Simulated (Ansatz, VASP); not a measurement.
One calculation of MgS, two programs

Contents of INCAR:

```
  ALGO = Normal
  EDIFF = 1E-6
  ENCUT = 520
  GGA = PE
  ISIF = 2
  ISMEAR = 0
  LASPH = T
  LCHARG = F
  LREAL = F
  LWAVE = F
  NBANDS = 16
  NELM = 80
  PREC = Accurate
  SIGMA = 0.01
```

Contents of KPOINTS:

```
k-points
0
Gamma
  6 6 4
```

Contents of POSCAR:

```
MgS
1.0
    4.0128295902      0.0000000000      0.0000000000
   -2.0064147951      3.4752123661      0.0000000000
    0.0000000000      0.0000000000      6.4259240143
Mg S
2 2
Direct
    0.3333333333      0.6666666667     -0.0029409542
    0.6666666667      0.3333333333      0.4970590458
    0.3333333333      0.6666666667      0.3779409542
    0.6666666667      0.3333333333      0.8779409542
```

Input for Ansatz:

```yaml
crystal:
  lattice:
    - [4.0128295902, 0.0, 0.0]
    - [-2.0064147951, 3.4752123661, 0.0]
    - [0.0, 0.0, 6.4259240143]
  atoms:
    - { symbol: Mg, position: [0.3333333333, 0.6666666667, -0.0029409542] }
    - { symbol: Mg, position: [0.6666666667, 0.3333333333, 0.4970590458] }
    - { symbol: S, position: [0.3333333333, 0.6666666667, 0.3779409542] }
    - { symbol: S, position: [0.6666666667, 0.3333333333, 0.8779409542] }
kpoints:
  mp_grid: { grid: [6, 6, 4] }
hamiltonian:
  xc: pbe
scf:
  occupations: { method: fixed }
  n_extra_bands: 5
output:
  forces: true
  stress: true
  eigenvalues: true
```

Alike in both runs: task single point; functional PBE; k mesh 6 × 6 × 4; no spin polarisation.

```csv
,VASP,Ansatz
version,VASP 6.6.1,Ansatz 0.2.0
potentials or method,"VASP PAW PBE potentials, release 64 (Mg, S)","plane waves, PAW"
plane-wave cutoff (eV),520,420
occupations,"gaussian, width 0.01 eV",fixed
valence electrons in the cell,16,32
```

Ansatz gave:

```
gap on the k mesh at the Fermi level (eV)                     : 3.53
pressure (GPa)                                                : 1.8
traceless stress, the component that is largest in VASP (GPa) : -0.05
rms of the force components (eV/Å)                            : 0.003
```

Question: Which values does VASP return?

Answer: gap on the k mesh at the Fermi level (eV): 3.52; pressure (GPa): 1.7; traceless stress, the component that is largest in VASP (GPa): -0.05; rms of the force components (eV/Å): 0.003.

Atom by atom the forces differ by 0.000 eV/Å (rms over components). VASP's potentials hold 16 valence electrons a cell and Ansatz's 32, so a difference there can come from the potentials and not from the codes.
